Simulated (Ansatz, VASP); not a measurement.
# RbBr: VASP beside Ansatz

POSCAR

```
RbBr
1.0
    4.1260773000      0.0000000000      0.0000000000
    0.0000000000      4.1260773000      0.0000000000
    0.0000000000      0.0000000000      4.1260773000
Rb Br
1 1
Direct
    0.0000000000      0.0000000000      0.0000000000
    0.5000000000      0.5000000000      0.5000000000
```

INCAR.step1

```
SYSTEM = RbBr
  PREC = Accurate
  ENCUT = 600
  ISMEAR = -1
  SIGMA = 0.05
  LREAL = .FALSE.
  LASPH = .TRUE.
  NELM = 60
  GGA = PE
  ALGO = Normal
  EDIFF = 1E-4
  LWAVE = .TRUE.
  LCHARG = .FALSE.
```

INCAR.step2

```
SYSTEM = RbBr
  PREC = Accurate
  ENCUT = 600
  EDIFF = 1E-7
  ISMEAR = -1
  SIGMA = 0.05
  LREAL = .FALSE.
  LASPH = .TRUE.
  NELM = 60
  ALGO = Normal
  ISIF = 3
  LWAVE = .FALSE.
  LCHARG = .FALSE.
  METAGGA = R2SCAN
  LMIXTAU = .TRUE.
  IBRION = 2
  NSW = 100
  EDIFFG = -0.002
  ISTART = 1
```

KPOINTS

```
Automatic mesh
0
G
  10 10 10
  0 0 0
```

Input for Ansatz:

```yaml
crystal:
  lattice:
    - [4.1260773, 0.0, 0.0]
    - [0.0, 4.1260773, 0.0]
    - [0.0, 0.0, 4.1260773]
  atoms:
    - { symbol: Rb, position: [0.0, 0.0, 0.0] }
    - { symbol: Br, position: [0.5, 0.5, 0.5] }
kpoints:
  mp_grid: { grid: [10, 10, 10] }
scf:
  occupations: { method: fermi_dirac, width: 0.05 }
hamiltonian:
  xc: r2scan
  pseudopotentials: { kind: paw }
relax:
  f_tol: 0.002
  max_steps: 80
  cell: {}
output:
  forces: true
  stress: true
  write_density: true
  write_potential: true
  elf: true
  volumetric_format: npy
```

Alike in both runs: task relaxation of cell and atoms; functional r2SCAN; k mesh 10 × 10 × 10; occupations fermi-dirac, width 0.05 eV; no spin polarisation.

|  | VASP | Ansatz |
| --- | --- | --- |
| version | VASP 6.6.1 | Ansatz 0.2.0 |
| potentials or method | VASP PAW PBE potentials, release 64 (Rb_sv, Br) | PAW with Ansatz's default frozen-core files, scalar-relativistic |
| plane-wave cutoff (eV) | 600 | 500 |
| valence electrons in the cell | 16 | 16 |

```tsv
	VASP	Ansatz	Ansatz less VASP
gap on the k mesh at the Fermi level, each at its own relaxed structure (eV)	4.82	4.83	+0.006
relaxed volume (Å³/atom)	35.20	35.12	-0.082
relaxed length of the cell vector where the two differ most in proportion (Å)	4.129	4.126	-0.0032
```

VASP's potentials were made for PBE, not for r2SCAN.
